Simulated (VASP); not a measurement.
# Cu (Fd-3m) in VASP: a series of runs

Cu is run at these levels: PBEsol; tasks: single point, relaxation of cell and atoms.

Program: VASP 6.6.1. These are calculated values, not measurements. Logs are shortened: lines on timing, memory, paths and dates and some standing lists are left out, and cuts for length are marked.

### Step 1. The cell of the first run

Symmetry: Fd-3m, No. 227, cubic system. The conventional cell has a = 4.712 Å, b = 4.712 Å, c = 4.712 Å, α = 90.00°, β = 90.00°, γ = 90.00°. Within 2.7 Å of Cu (site symmetry -43m) lie 4 Cu at 2.04 Å.

### Step 2. Single point, PBEsol

File INCAR:

```
ALGO = Fast ; EDIFF = 1E-6
ENCUT = 520 ; GGA = PS
ISIF = 2 ; ISMEAR = 0
LASPH = T ; LCHARG = T
LELF = T ; LREAL = F
LVHAR = T ; LWAVE = F
NBANDS = 18 ; NELM = 60
PREC = Accurate ; SIGMA = 0.1
```

File KPOINTS:

```
k-points
0
Gamma
  6 6 6
```

File POSCAR:

```
Cu
1.0
    0.0000000000      2.3559392742      2.3559392742
    2.3559392742      0.0000000000      2.3559392742
    2.3559392742      2.3559392742      0.0000000000
Cu
2
Direct
    0.5000000000      0.5000000000      0.5000000000
    0.7500000000      0.7500000000      0.7500000000
```

Potentials or basis: VASP PAW PBE potentials, release 64 (Cu).

Launch:

```console
cat potpaw_PBE.64/Cu/POTCAR > POTCAR
mpirun -np 1 vasp_std > vasp.out
```

OUTCAR:

```text
EDIFF = 1E-6
   ENCUT = 520
   GGA = PS
   ISIF = 2
   ISMEAR = 0
   LASPH = T
   LREAL = F
   NELM = 60
   PREC = Accurate

 ion  position               nearest neighbor table
   1  0.500  0.500  0.500-   2 2.04   2 2.04   2 2.04   2 2.04
   2  0.750  0.750  0.750-   1 2.04   1 2.04   1 2.04   1 2.04

  LATTYP: Found a face centered cubic cell.
 ALAT       =     4.7118785484

  Lattice vectors:

 A1 = (   0.0000000000,   2.3559392742,   2.3559392742)
 A2 = (   2.3559392742,   0.0000000000,   2.3559392742)
 A3 = (   2.3559392742,   2.3559392742,   0.0000000000)

Analysis of symmetry for initial positions (statically):
=====================================================================
 Subroutine PRICEL returns:
 Original cell was already a primitive cell.

 Routine SETGRP: Setting up the symmetry group for a
 face centered cubic supercell.

 Subroutine GETGRP returns: Found 48 space group operations
 (whereof 24 operations were pure point group operations)
 out of a pool of 48 trial point group operations.

The static configuration has the point symmetry T_d .
 The point group associated with its full space group is O_h .

Analysis of symmetry for dynamics (positions and initial velocities):
=====================================================================
 Subroutine PRICEL returns:
 Original cell was already a primitive cell.

 Routine SETGRP: Setting up the symmetry group for a
 face centered cubic supercell.

 Subroutine GETGRP returns: Found 48 space group operations
 (whereof 24 operations were pure point group operations)
 out of a pool of 48 trial point group operations.

The dynamic configuration has the point symmetry T_d .
 The point group associated with its full space group is O_h .

 Subroutine INISYM returns: Found 48 space group operations
 (whereof 24 operations are pure point group operations),
 and found     1 'primitive' translations

----------------------------------------------------------------------------------------

                                     Primitive cell

  volume of cell :      26.1530

  direct lattice vectors                    reciprocal lattice vectors
     0.000000000  2.355939274  2.355939274    -0.212229579  0.212229579  0.212229579
     2.355939274  0.000000000  2.355939274     0.212229579 -0.212229579  0.212229579
     2.355939274  2.355939274  0.000000000     0.212229579  0.212229579 -0.212229579

  length of vectors
     3.331801274  3.331801274  3.331801274     0.367592413  0.367592413  0.367592413

  position of ions in fractional coordinates (direct lattice)
     0.500000000  0.500000000  0.500000000
     0.750000000  0.750000000  0.750000000

  ion indices of the primitive-cell ions
   primitive index   ion index
                 1           1
                 2           2

----------------------------------------------------------------------------------------

 KPOINTS: k-points

Automatic generation of k-mesh.
 Grid dimensions read from file:
 generate k-points for:    6    6    6

 Generating k-lattice:

  Cartesian coordinates                     Fractional coordinates (reciprocal lattice)
    -0.035371596  0.035371596  0.035371596     0.166666667  0.000000000  0.000000000
     0.035371596 -0.035371596  0.035371596     0.000000000  0.166666667  0.000000000
     0.035371596  0.035371596 -0.035371596     0.000000000  0.000000000  0.166666667

  Length of vectors
     0.061265402  0.061265402  0.061265402

  Shift w.r.t. Gamma in fractional coordinates (k-lattice)
     0.000000000  0.000000000  0.000000000

 Subroutine IBZKPT returns following result:
 ===========================================

 Found     16 irreducible k-points:

 Following reciprocal coordinates:
            Coordinates               Weight
  0.000000  0.000000  0.000000      1.000000
  0.166667  0.000000  0.000000      8.000000
  0.333333  0.000000  0.000000      8.000000
  0.500000  0.000000  0.000000      4.000000
  0.166667  0.166667  0.000000      6.000000
  0.333333  0.166667  0.000000     24.000000
[... 8 lines left out ...]
 -0.333333  0.333333  0.166667     24.000000
 -0.333333  0.500000  0.166667     12.000000
   k-points           NKPTS =     16   k-points in BZ     NKDIM =     16   number of bands    NBANDS=     18
   number of dos      NEDOS =    301   number of ions     NIONS =      2
   total plane-waves  NPLWV =  21952
   dimension x,y,z NGX =    28 NGY =   28 NGZ =   28
   dimension x,y,z NGXF=    56 NGYF=   56 NGZF=   56
   ions per type =               2
   NGX,Y,Z   is equivalent  to a cutoff of  13.97, 13.97, 13.97 a.u.
   NGXF,Y,Z  is equivalent  to a cutoff of  27.94, 27.94, 27.94 a.u.
 SYSTEM =  unknown system
   PREC   = accura    normal or accurate (medium, high low for compatibility)
   ISTART =      0    job   : 0-new  1-cont  2-samecut
   ICHARG =      2    charge: 1-file 2-atom 10-const
   ISPIN  =      1    spin polarized calculation?
   LNONCOLLINEAR =      F non collinear calculations
   LSORBIT =      F    spin-orbit coupling
   LASPH  =      T    aspherical Exc in radial PAW
   ENCUT  =  520.0 eV  38.22 Ry    6.18 a.u.   6.19  6.19  6.19*2*pi/ulx,y,z
   NELM   =     60;   NELMIN=  2; NELMDL= -5     # of ELM steps
   EDIFF  = 0.1E-05   stopping-criterion for ELM
   LREAL  =      F    real-space projection
   EDIFFG = 0.1E-04   stopping-criterion for IOM
   NSW    =      0    number of steps for IOM
   IBRION =     -1    ionic relax: 0-MD 1-quasi-New 2-CG
   NFREE  =      0    steps in history (QN), initial steepest desc. (CG)
   ISIF   =      2    stress and relaxation
   ISYM   =      2    0-nonsym 1-usesym 2-fastsym
   POTIM  = 0.5000    time-step for ionic-motion
   TEBEG  =    0.0;   TEEND  =   0.0 temperature during run
   PSTRESS=    0.0 pullay stress
   NELECT =      22.0000    total number of electrons
   NUPDOWN=      -1.0000    fix difference up-down
   EMIN   =  10.00;   EMAX   =-10.00  energy-range for DOS
   EFERMI =   0.00;   METHOD = LEGACY
   ISMEAR =     0;   SIGMA  =   0.10  broadening in eV -4-tet -1-fermi 0-gaus
   EFERMI_NEDOS =   21; number of points for ismear=-14 and -15
   IALGO  =     68    algorithm
   IMIX   =      4    mixing-type and parameters
     AMIX     =   0.40;   BMIX     =  1.00
     AMIX_MAG =   1.60;   BMIX_MAG =  1.00
  volume/ion in A,a.u.               =      13.08        88.24
  Fermi-wavevector in a.u.,A,eV,Ry     =   1.545403  2.920387 32.494374  2.388269
  Thomas-Fermi vector in A             =   2.650786
   LORBIT       =      0    0 simple, 1 ext, 2 COOP (PROOUT), +10 PAW based schemes
   GGA     = PS    functional components
   LHFCALC =     F    Hartree Fock is set to
   AEXX    =    0.0000 exact exchange contribution
   IVDW    =     0    specifies the selected vdW correction
   LEPSILON=     F    determine dielectric tensor
   LRPA    =     F    only Hartree local field effects (RPA)
 non-spin polarized calculation
 RMM-DIIS sequential band-by-band and
 Gauss-broadening in eV      SIGMA  =   0.10
  energy-cutoff  :      520.00
  volume of cell :       26.15
 maximum number of plane-waves:       725
 NGX is ok and might be reduce to    28
   NGX = 13   NGY = 13   NGZ = 13

 number of electron      22.0000012 magnetization

 Free energy of the ion-electron system (eV)
  ---------------------------------------------------
  ext. energy  EPLUGINS =         0.00000000
  ---------------------------------------------------
  free energy    TOTEN  =        -5.17743188 eV

  energy without entropy =       -5.17115732  energy(sigma->0) =       -5.17429460

 E-fermi :   6.2822     XC(G=0): -12.0646

 val. band max:        6.0987209139   @ k =   0.5000   0.0000   0.0000
 cond. band min:       6.2894941380   @ k =  -0.3333   0.3333   0.1667
 fundamental gap:      0.1907732241
 Fermi energy:         6.2822425659

 k-point     1 :       0.0000    0.0000    0.0000
  band No.  band energies     occupation
      1      -2.3284      2.00000
      2       1.7215      2.00000
      3       1.7215      2.00000
      4       1.7981      2.00000
      5       1.7981      2.00000
      6       1.7981      2.00000
[... 10 lines left out ...]
     17      19.5675      0.00000
     18      22.2859      0.00000

 k-point     2 :       0.1667    0.0000    0.0000
  band No.  band energies     occupation
      1      -1.7506      2.00000
      2       1.5415      2.00000
      3       1.5415      2.00000
      4       1.8316      2.00000
      5       2.0782      2.00000
      6       2.0782      2.00000
[... 10 lines left out ...]
     17      21.6084      0.00000
     18      22.4863      0.00000

 k-point     3 :       0.3333    0.0000    0.0000
  band No.  band energies     occupation
      1      -0.2139      2.00000
      2       1.5769      2.00000
      3       1.5769      2.00000
      4       1.9524      2.00000
      5       2.1134      2.00000
      6       2.1134      2.00000
[... 10 lines left out ...]
     17      20.4369      0.00000
     18      22.1558      0.00000

 k-point     4 :       0.5000    0.0000    0.0000
  band No.  band energies     occupation
      1       1.0268      2.00000
      2       1.7778      2.00000
      3       1.7974      2.00000
      4       1.7974      2.00000
      5       1.8669      2.00000
      6       1.8669      2.00000
[... 207 lines left out ...]
      4       2.0020      2.00000
      5       2.2283      2.00000
      6       2.5587      2.00000
[... 10 lines left out ...]
     17      22.7366      0.00000
     18      28.0986      0.00000

 k-point    15 :      -0.3333    0.3333    0.1667
  band No.  band energies     occupation
      1       1.1293      2.00000
      2       1.2410      2.00000
      3       1.9484      2.00000
      4       2.0192      2.00000
      5       2.3385      2.00000
      6       2.6172      2.00000
[... 10 lines left out ...]
     17      24.2983      0.00000
     18      25.0979      0.00000

 k-point    16 :      -0.3333    0.5000    0.1667
  band No.  band energies     occupation
      1       1.1329      2.00000
      2       1.1329      2.00000
      3       2.0552      2.00000
      4       2.0552      2.00000
      5       2.6684      2.00000
      6       2.6684      2.00000
[... 10 lines left out ...]
     17      25.6680      0.00000
     18      25.6680      0.00000

------------------------ aborting loop because EDIFF is reached ----------------------------------------

  FORCE on cell =-STRESS in cart. coord.  units (eV):
  Direction    XX          YY          ZZ          XY          YZ          ZX
  --------------------------------------------------------------------------------------
  -------------------------------------------------------------------------------------
  Total        7.3425344      7.3425344      7.3425344      0.0000000      0.0000000      0.0000000
  in kB      449.8153782    449.8153782    449.8153782      0.0000000      0.0000000      0.0000000
  external PRESSURE =     449.8153782 kB  Pullay stress =       0.0000000 kB

 VOLUME and BASIS-vectors are now :
 -----------------------------------------------------------------------------
  energy-cutoff  :      520.00
  volume of cell :       26.15
      direct lattice vectors                 reciprocal lattice vectors
     0.000000000  2.355939274  2.355939274    -0.212229579  0.212229579  0.212229579
     2.355939274  0.000000000  2.355939274     0.212229579 -0.212229579  0.212229579
     2.355939274  2.355939274  0.000000000     0.212229579  0.212229579 -0.212229579

 POSITION                                       TOTAL-FORCE (eV/Angst)
 -----------------------------------------------------------------------------------
      2.35594      2.35594      2.35594        -0.000000     -0.000000     -0.000000
      3.53391      3.53391      3.53391         0.000000      0.000000      0.000000
 -----------------------------------------------------------------------------------
    total drift:                                0.000000      0.000000      0.000000

  FREE ENERGIE OF THE ION-ELECTRON SYSTEM (eV)
  ---------------------------------------------------
  free  energy   TOTEN  =        -5.1774318843 eV

  energy  without entropy=       -5.1711573169  energy(sigma->0) =       -5.17429460
```

It took 7.7 s on 1 thread of Intel Xeon 6975P-C (Granite Rapids), shared host; peak memory 0.14 GiB.

What came out:

```
Free energy            : -5.1774 eV
Pressure               : 45.0 GPa
Band gap on the k mesh : zero (band 11 reaches 7.03 eV, above the bottom of band 12 at 6.10 eV)
```

Levels at points of the mesh, in eV from the Fermi level:
```tsv
k point	band 8	band 9	band 10	band 11	band 12	band 13	band 14	band 15
(0.00, 0.00, 0.00)	-2.71	-2.71	-1.51	-1.51	12.84	12.84	12.84	13.29
(0.50, 0.00, 0.00)	-2.30	-2.30	-1.69	-1.69	-0.18	9.10	9.10	12.81
(0.50, 0.50, 0.00)	-2.98	-1.53	-1.53	0.39	0.39	4.15	4.15	9.86
```

Caveat: the k points lie up to 0.38 Å⁻¹ apart; the PAW data sets were made with another functional, which shifts forces and pressure a little.

### Step 3. Single point, PBEsol

This run uses another cell than the first one, of 17.92 Å³/atom, 1.371 times its volume.

File INCAR:

```
PREC = Accurate
ENCUT = 520
EDIFF = 1E-7
ISMEAR = 0
SIGMA = 0.1
LREAL = False
LASPH = True
NELM = 100
ALGO = Normal
ISIF = 2
LWAVE = False
LCHARG = False
GGA = PS
NBANDS = 18
```

File KPOINTS:

```
Automatic mesh
0
Gamma
  6 6 6
```

File POSCAR:

```
Cu
1.0
    0.0000000000      2.6170009497      2.6170009497
    2.6170009497      0.0000000000      2.6170009497
    2.6170009497      2.6170009497      0.0000000000
Cu
2
Direct
    0.5000000000      0.5000000000      0.5000000000
    0.7500000000      0.7500000000      0.7500000000
```

Potentials or basis: VASP PAW PBE potentials, release 64 (Cu).

Launch:

```console
cat potpaw_PBE.64/Cu/POTCAR > POTCAR
mpirun -np 1 vasp_std > vasp.out
```

Wall time 7 s (1 thread of Intel Xeon 6975P-C (Granite Rapids), shared host); peak memory 0.15 GiB.

It converged, with:

* Free energy: -6.2112 eV
* Pressure: 0.4 GPa
* Band gap on the k mesh: zero (band 11 reaches 3.62 eV, above the bottom of band 12 at 2.77 eV)

Levels at points of the mesh, in eV from the Fermi level:
```tsv
k point	band 8	band 9	band 10	band 11	band 12	band 13	band 14	band 15
(0.00, 0.00, 0.00)	-2.06	-2.06	-1.34	-1.34	10.10	10.10	10.10	10.95
(0.50, 0.00, 0.00)	-1.82	-1.77	-1.44	-1.44	-0.44	7.27	7.27	11.42
(0.50, 0.50, 0.00)	-2.24	-1.34	-1.34	0.15	0.15	3.72	3.72	8.06
```

Caveat: the PAW data sets were made with another functional, which shifts forces and pressure a little.

(Continued in part 2 of 3.)
